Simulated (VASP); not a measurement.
## Nb: single point with PBEsol

Crystal: Nb.

```
Nb
1.0
    -1.53135    1.53135    1.53135
     1.53135   -1.53135    1.53135
     1.53135    1.53135   -1.53135
Nb
1
Cartesian
  0.0000 0.0000 0.0000
```

```json
{
 "Program": "VASP 6.6.1",
 "Task": "single point",
 "Functional": "PBEsol",
 "Potentials or basis": "VASP PAW PBE potentials, release 64 (Nb_sv)",
 "Cutoff": "520 eV",
 "k mesh": "18 × 18 × 18",
 "Occupations": "fermi-dirac, width 0.05 eV",
 "Spin": "no spin polarisation"
}
```

The pressure is 50.8 GPa.

Levels at points of the mesh, in eV from the Fermi level:
```csv
k point,band 4,band 5,band 6,band 7,band 8,band 9
"(0.00, 0.00, 0.00)",-28.85,-6.28,0.13,0.13,0.13,3.86
"(0.50, 0.00, 0.00)",-28.90,-4.89,-2.58,3.67,4.10,4.99
"(0.50, 0.50, 0.50)",-30.63,-5.37,-5.37,7.26,7.26,7.26
```

Run time: 30 s on 1 thread of Intel(R) Xeon(R) Platinum 8488C (Sapphire Rapids) (shared host), peak memory 0.15 GiB.

Caveat: the PAW data sets were made with another functional, which shifts forces and pressure a little.
